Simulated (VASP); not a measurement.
# Rh (Pm-3m) in VASP: further runs

Rh is run at these levels: LDA; tasks: single point.

Program: VASP 6.6.1. These are calculated values, not measurements. Logs are shortened: lines on timing, memory, paths and dates and some standing lists are left out, and cuts for length are marked.

## 1. The cell of the first run

The structure is cubic, space group Pm-3m (No. 221). Conventional cell: a = 2.092 Å, b = 2.092 Å, c = 2.092 Å, α = 90.00°, β = 90.00°, γ = 90.00°. Within 2.8 Å of Rh (site symmetry m-3m) lie 6 Rh at 2.09 Å.

## 2. Single point, LDA (volume scaled by 0.6)

INCAR

```
SYSTEM = Rh
ALGO = Normal
EDIFF = 1E-6
ENCUT = 520
ISIF = 2
ISMEAR = -1
LASPH = .TRUE.
LCHARG = .TRUE.
LELF = .TRUE.
LREAL = .FALSE.
LVHAR = .TRUE.
LWAVE = .FALSE.
NBANDS = 14
NELM = 100
PREC = Accurate
SIGMA = 0.08
```

KPOINTS

```
k-points
0
G
  17 17 17
  0 0 0
```

POSCAR

```
Rh
1.0
    2.0915520219      0.0000000000      0.0000000000
    0.0000000000      2.0915520219      0.0000000000
    0.0000000000      0.0000000000      2.0915520219
Rh
1
Direct
    0.0000000000      0.0000000000      0.0000000000
```

Potentials or basis: VASP PAW LDA potentials, release 64 (Rh_pv).

Started as:

```sh
> cat potpaw_LDA.64/Rh_pv/POTCAR > POTCAR
> mpirun -np 1 vasp_std > vasp.out
```

OUTCAR:

```text
SYSTEM = Rh
   EDIFF = 1E-6
   ENCUT = 520
   ISIF = 2
   ISMEAR = -1
   LASPH = .TRUE.
   LREAL = .FALSE.
   NELM = 100
   PREC = Accurate

 ion  position               nearest neighbor table
   1  0.000  0.000  0.000-

  LATTYP: Found a simple cubic cell.
 ALAT       =     2.0915520219

  Lattice vectors:

 A1 = (   2.0915520219,   0.0000000000,   0.0000000000)
 A2 = (   0.0000000000,   2.0915520219,   0.0000000000)
 A3 = (   0.0000000000,   0.0000000000,   2.0915520219)

Analysis of symmetry for initial positions (statically):
=====================================================================
 Subroutine PRICEL returns:
 Original cell was already a primitive cell.

 Routine SETGRP: Setting up the symmetry group for a
 simple cubic supercell.

 Subroutine GETGRP returns: Found 48 space group operations
[... 9 lines left out ...]

 Routine SETGRP: Setting up the symmetry group for a
 simple cubic supercell.

 Subroutine GETGRP returns: Found 48 space group operations
[... 11 lines left out ...]
                                     Primitive cell

  volume of cell :       9.1497

  direct lattice vectors                    reciprocal lattice vectors
     2.091552022  0.000000000  0.000000000     0.478113855  0.000000000  0.000000000
     0.000000000  2.091552022  0.000000000     0.000000000  0.478113855  0.000000000
     0.000000000  0.000000000  2.091552022     0.000000000  0.000000000  0.478113855

  length of vectors
     2.091552022  2.091552022  2.091552022     0.478113855  0.478113855  0.478113855

  position of ions in fractional coordinates (direct lattice)
     0.000000000  0.000000000  0.000000000

  ion indices of the primitive-cell ions
   primitive index   ion index
                 1           1

----------------------------------------------------------------------------------------

 KPOINTS: k-points

Automatic generation of k-mesh.
 Grid dimensions read from file:
 generate k-points for:   17   17   17

 Generating k-lattice:

  Cartesian coordinates                     Fractional coordinates (reciprocal lattice)
     0.028124344  0.000000000  0.000000000     0.058823529  0.000000000  0.000000000
     0.000000000  0.028124344  0.000000000     0.000000000  0.058823529  0.000000000
     0.000000000  0.000000000  0.028124344     0.000000000  0.000000000  0.058823529
[... 54 lines left out ...]
   LASPH  =      T    aspherical Exc in radial PAW
   ENCUT  =  520.0 eV  38.22 Ry    6.18 a.u.   3.89  3.89  3.89*2*pi/ulx,y,z
   NELM   =    100;   NELMIN=  2; NELMDL= -5     # of ELM steps
   EDIFF  = 0.1E-05   stopping-criterion for ELM
   LREAL  =      F    real-space projection
   EDIFFG = 0.1E-04   stopping-criterion for IOM
   NSW    =      0    number of steps for IOM
   IBRION =     -1    ionic relax: 0-MD 1-quasi-New 2-CG
   NFREE  =      0    steps in history (QN), initial steepest desc. (CG)
   ISIF   =      2    stress and relaxation
   ISYM   =      2    0-nonsym 1-usesym 2-fastsym
   POTIM  = 0.5000    time-step for ionic-motion
   TEBEG  =    0.0;   TEEND  =   0.0 temperature during run
   PSTRESS=    0.0 pullay stress
   NELECT =      15.0000    total number of electrons
   NUPDOWN=      -1.0000    fix difference up-down
   EMIN   =  10.00;   EMAX   =-10.00  energy-range for DOS
   EFERMI =   0.00;   METHOD = LEGACY
   ISMEAR =    -1;   SIGMA  =   0.08  broadening in eV -4-tet -1-fermi 0-gaus
   EFERMI_NEDOS =   21; number of points for ismear=-14 and -15
   IALGO  =     38    algorithm
   IMIX   =      4    mixing-type and parameters
     AMIX     =   0.40;   BMIX     =  1.00
     AMIX_MAG =   1.60;   BMIX_MAG =  1.00
  volume/ion in A,a.u.               =       9.15        61.75
  Fermi-wavevector in a.u.,A,eV,Ry     =   1.930352  3.647837 50.698846  3.726260
  Thomas-Fermi vector in A             =   2.962594
   LORBIT       =      0    0 simple, 1 ext, 2 COOP (PROOUT), +10 PAW based schemes
   GGA     = CA    functional components
   LHFCALC =     F    Hartree Fock is set to
   AEXX    =    0.0000 exact exchange contribution
   IVDW    =     0    specifies the selected vdW correction
   LEPSILON=     F    determine dielectric tensor
   LRPA    =     F    only Hartree local field effects (RPA)
 non-spin polarized calculation
  energy-cutoff  :      520.00
  volume of cell :        9.15
 maximum number of plane-waves:       277
 NGX is ok and might be reduce to    16

 number of electron      14.9999995 magnetization

 Free energy of the ion-electron system (eV)
  ---------------------------------------------------
  ext. energy  EPLUGINS =         0.00000000
  ---------------------------------------------------
  free energy    TOTEN  =        -2.98011523 eV

  energy without entropy =       -2.96363266  energy(sigma->0) =       -2.97187394

 E-fermi :  21.2476     XC(G=0): -16.9108

 val. band max:       21.2289445178   @ k =   0.4706   0.1765   0.1176
 cond. band min:      21.2501751722   @ k =   0.4706   0.2353   0.0000
 fundamental gap:      0.0212306544
 Fermi energy:        21.2476318366

 k-point     1 :       0.0000    0.0000    0.0000
  band No.  band energies     occupation
      1     -25.6000      2.00000
      2     -25.6000      2.00000
      3     -25.6000      2.00000
      4       9.9061      2.00000
      5       9.9061      2.00000
      6      10.2491      2.00000
      7      23.2247      0.00000
      8      23.2247      0.00000
      9      23.2247      0.00000
     10      40.9494      0.00000
     11      42.2558      0.00000
     12      42.2558      0.00000
     13      42.2558      0.00000
     14      53.3739      0.00000
[... 377 lines left out ...]
      1     -29.4031      2.00000
      2     -25.7493      2.00000
      3     -25.1654      2.00000
      4      11.9117      2.00000
      5      14.2559      2.00000
      6      14.9667      2.00000
      7      17.9238      2.00000
      8      22.2807      0.00000
      9      22.9869      0.00000
     10      33.3624      0.00000
     11      39.1585      0.00000
     12      40.9536      0.00000
     13      46.8165      0.00000
     14      49.2910      0.00000

 [... further k-points ...]
[... 5 lines left out ...]
  --------------------------------------------------------------------------------------
  -------------------------------------------------------------------------------------
  Total       23.5175354     23.5175354     23.5175354     -0.0000000      0.0000000      0.0000000
  in kB     4118.0951418   4118.0951418   4118.0951418     -0.0000000      0.0000000      0.0000000
  external PRESSURE =    4118.0951418 kB  Pullay stress =       0.0000000 kB

 VOLUME and BASIS-vectors are now :
 -----------------------------------------------------------------------------
  energy-cutoff  :      520.00
  volume of cell :        9.15
      direct lattice vectors                 reciprocal lattice vectors
     2.091552022  0.000000000  0.000000000     0.478113855  0.000000000  0.000000000
     0.000000000  2.091552022  0.000000000     0.000000000  0.478113855  0.000000000
     0.000000000  0.000000000  2.091552022     0.000000000  0.000000000  0.478113855

 POSITION                                       TOTAL-FORCE (eV/Angst)
 -----------------------------------------------------------------------------------
      0.00000      0.00000      0.00000         0.000000      0.000000      0.000000
 -----------------------------------------------------------------------------------
    total drift:                                0.000000     -0.000000      0.000000

  FREE ENERGIE OF THE ION-ELECTRON SYSTEM (eV)
  ---------------------------------------------------
  free  energy   TOTEN  =        -2.9801152323 eV

  energy  without entropy=       -2.9636326574  energy(sigma->0) =       -2.97187394
```

OSZICAR:

```text
N       E                     dE             d eps       ncg     rms          rms(c)
DAV:   1     0.119987984650E+03    0.11999E+03   -0.85529E+03  4658   0.124E+03
DAV:   2    -0.178563059351E+01   -0.12177E+03   -0.11625E+03  5100   0.356E+02
DAV:   3    -0.316644649300E+01   -0.13808E+01   -0.13784E+01  5406   0.411E+01
DAV:   4    -0.316988861709E+01   -0.34421E-02   -0.34421E-02  5322   0.212E+00
DAV:   5    -0.316990720580E+01   -0.18589E-04   -0.18586E-04  5316   0.136E-01    0.406E+01
DAV:   6    -0.303639747105E+01    0.13351E+00   -0.25037E-02  4848   0.228E+00    0.235E+01
DAV:   7    -0.298071399301E+01    0.55683E-01   -0.11434E-02  5196   0.160E+00    0.104E+00
DAV:   8    -0.298010922672E+01    0.60477E-03   -0.27784E-03  5022   0.785E-01    0.288E-02
DAV:   9    -0.298011585427E+01   -0.66276E-05   -0.19439E-05  5016   0.517E-02    0.163E-02
DAV:  10    -0.298011523225E+01    0.62202E-06   -0.36492E-06  5274   0.259E-02
   1 F= -.29801152E+01 E0= -.29718739E+01  d E =-.164826E-01
```

stdout:

```text
POSCAR found type information on POSCAR Rh
 POSCAR found :  1 types and       1 ions
 scaLAPACK will be used
 LDA part: xc-table for (Slater(with rela. corr.)+CA(PZ))
 , standard interpolation
 POSCAR, INCAR and KPOINTS ok, starting setup
 FFT: planning ... GRIDC
 FFT: planning ... GRID_SOFT
 FFT: planning ... GRID
 WAVECAR not read
 entering main loop
```

It took 13 s on 1 thread of Intel Xeon 8259CL, shared host; peak memory 0.13 GiB.

Results:

| Property | Result |
| --- | --- |
| Free energy | -2.9801 eV |
| Pressure | 411.8 GPa |

Caveat: the cell differs from its parent crystal (volume scaled by 0.6).

## 3. Single point, LDA

INCAR

```
PREC = Accurate
ENCUT = 520
EDIFF = 1E-7
ISMEAR = -1
SIGMA = 0.08
LREAL = F
LASPH = T
NELM = 60
ALGO = Normal
ISIF = 2
LWAVE = F
LCHARG = T
GGA = CA
LELF = T
LVHAR = T
NBANDS = 14
```

KPOINTS

```
Automatic mesh
0
Gamma
  17 17 17
```

POSCAR

```
Rh
1.0
    2.2018324479      0.0000000000      0.0000000000
    0.0000000000      2.2018324479      0.0000000000
    0.0000000000      0.0000000000      2.2018324479
Rh
1
Direct
    0.0000000000      0.0000000000      0.0000000000
```

Potentials or basis: VASP PAW LDA potentials, release 64 (Rh_pv).

Started as:

```sh
> cat potpaw_LDA.64/Rh_pv/POTCAR > POTCAR
> mpirun -np 1 vasp_std > vasp.out
```

Run time: 13 s. Hardware: 1 thread of Intel Xeon 8259CL, shared host; peak memory 0.13 GiB.

It converged, with:

```
Free energy : -5.7747 eV
Pressure    : 199.3 GPa
```

Levels at points of the mesh, in eV from the Fermi level:
```
           k point  band 5  band 6  band 7  band 8  band 9  band 10  band 11  band 12
(0.00, 0.00, 0.00)   -9.21   -9.21    1.58    1.58    1.58    19.85    19.85    19.85
```

## 4. Single point, LDA

INCAR

```
SYSTEM = Rh
ALGO = Normal
EDIFF = 1E-7
ENCUT = 520
ISIF = 2
ISMEAR = -1
LASPH = .TRUE.
LCHARG = .FALSE.
LREAL = .FALSE.
LWAVE = .FALSE.
NBANDS = 14
NELM = 100
PREC = Accurate
SIGMA = 0.08
```

KPOINTS

```
k-points
0
G
  17 17 17
  0 0 0
```

POSCAR is that of step 3.

Started as:

```sh
> cat potpaw_LDA.64/Rh_pv/POTCAR > POTCAR
> mpirun -np 1 vasp_std > vasp.out
```

It took 14 s on 1 thread of Intel Xeon 8259CL, shared host; peak memory 0.13 GiB.

It converged, with:

```yaml
Free_energy: -5.7747 eV
Pressure: 199.3 GPa
```

Levels at points of the mesh, in eV from the Fermi level:
```
           k point  band 4  band 5  band 6  band 7  band 8  band 9  band 10  band 11  band 12  band 13
(0.00, 0.00, 0.00)   -9.84   -9.21   -9.21    1.58    1.58    1.58    19.85    19.85    19.85    20.09
```

## 5. Single point, LDA

This run uses another cell than the first one, of 10.67 Å³/atom, 1.167 times its volume.

INCAR

```
  PREC = Accurate
  ENCUT = 520
  EDIFF = 1E-6
  ISMEAR = -1
  SIGMA = 0.08
  LREAL = False
  LASPH = True
  NELM = 60
  ALGO = Normal
  ISIF = 2
  LWAVE = False
  LCHARG = True
  LELF = True
  LVHAR = True
  NBANDS = 14
```

KPOINTS

```
regular mesh
0
Gamma
  17 17 17
```

POSCAR is that of step 4.

Potentials or basis: VASP PAW LDA potentials, release 64 (Rh_pv).

Started as:

```sh
> cat potpaw_LDA.64/Rh_pv/POTCAR > POTCAR
> mpirun -np 1 vasp_std > vasp.out
```

OUTCAR:

```text
PREC = Accurate
   ENCUT = 520
   EDIFF = 1E-6
   ISMEAR = -1
   LREAL = False
   LASPH = True
   NELM = 60
   ISIF = 2

 ion  position               nearest neighbor table
   1  0.000  0.000  0.000-

  LATTYP: Found a simple cubic cell.
 ALAT       =     2.2018324479

  Lattice vectors:

 A1 = (   2.2018324479,   0.0000000000,   0.0000000000)
 A2 = (   0.0000000000,   2.2018324479,   0.0000000000)
 A3 = (   0.0000000000,   0.0000000000,   2.2018324479)

Analysis of symmetry for initial positions (statically):
=====================================================================
 Subroutine PRICEL returns:
 Original cell was already a primitive cell.

 Routine SETGRP: Setting up the symmetry group for a
 simple cubic supercell.

 Subroutine GETGRP returns: Found 48 space group operations
[... 9 lines left out ...]

 Routine SETGRP: Setting up the symmetry group for a
 simple cubic supercell.

 Subroutine GETGRP returns: Found 48 space group operations
[... 11 lines left out ...]
                                     Primitive cell

  volume of cell :      10.6746

[... 134 lines left out ...]

 val. band max:       17.2439329931   @ k =   0.1765   0.0588   0.0588
 cond. band min:      17.2591986261   @ k =   0.3529   0.3529   0.1176
 fundamental gap:      0.0152656330
 Fermi energy:        17.2564583433

 k-point     1 :       0.0000    0.0000    0.0000
  band No.  band energies     occupation
      1     -29.2378      2.00000
      2     -29.2378      2.00000
      3     -29.2378      2.00000
      4       7.4200      2.00000
      5       8.0416      2.00000
      6       8.0416      2.00000
      7      18.8357      0.00000
      8      18.8357      0.00000
      9      18.8357      0.00000
     10      37.1040      0.00000
     11      37.1040      0.00000
     12      37.1040      0.00000
     13      37.3432      0.00000
     14      47.2870      0.00000
[... 377 lines left out ...]
      1     -31.7389      2.00000
      2     -29.3390      2.00000
      3     -28.9650      2.00000
      4       9.6132      2.00000
      5      11.2006      2.00000
      6      12.2604      2.00000
      7      14.7016      2.00000
      8      18.2910      0.00000
      9      18.6543      0.00000
     10      27.4819      0.00000
     11      35.4253      0.00000
     12      37.3443      0.00000
     13      41.3203      0.00000
     14      43.4835      0.00000

 [... further k-points ...]
[... 5 lines left out ...]
  --------------------------------------------------------------------------------------
  -------------------------------------------------------------------------------------
  Total       13.2908032     13.2908032     13.2908032      0.0000000      0.0000000      0.0000000
  in kB     1994.8443121   1994.8443121   1994.8443121      0.0000000      0.0000000      0.0000000
  external PRESSURE =    1994.8443121 kB  Pullay stress =       0.0000000 kB

 VOLUME and BASIS-vectors are now :
 -----------------------------------------------------------------------------
  energy-cutoff  :      520.00
  volume of cell :       10.67
      direct lattice vectors                 reciprocal lattice vectors
     2.201832448  0.000000000  0.000000000     0.454167165  0.000000000  0.000000000
     0.000000000  2.201832448  0.000000000     0.000000000  0.454167165  0.000000000
     0.000000000  0.000000000  2.201832448     0.000000000  0.000000000  0.454167165

 POSITION                                       TOTAL-FORCE (eV/Angst)
 -----------------------------------------------------------------------------------
      0.00000      0.00000      0.00000         0.000000      0.000000      0.000000
 -----------------------------------------------------------------------------------
    total drift:                                0.000000      0.000000      0.000000

  FREE ENERGIE OF THE ION-ELECTRON SYSTEM (eV)
  ---------------------------------------------------
  free  energy   TOTEN  =        -5.7746840148 eV

  energy  without entropy=       -5.7545959509  energy(sigma->0) =       -5.76463998
```

stdout:

```text
POSCAR found type information on POSCAR Rh
 POSCAR found :  1 types and       1 ions
 scaLAPACK will be used
 LDA part: xc-table for (Slater(with rela. corr.)+CA(PZ))
 , standard interpolation
 POSCAR, INCAR and KPOINTS ok, starting setup
 FFT: planning ... GRIDC
 FFT: planning ... GRID_SOFT
 FFT: planning ... GRID
 WAVECAR not read
 entering main loop
```

It took 14 s on 1 thread of Intel Xeon 8259CL, shared host; peak memory 0.13 GiB.

Results:

```
Free energy : -5.7747 eV
Pressure    : 199.5 GPa
```

[end of part 1 of 2]
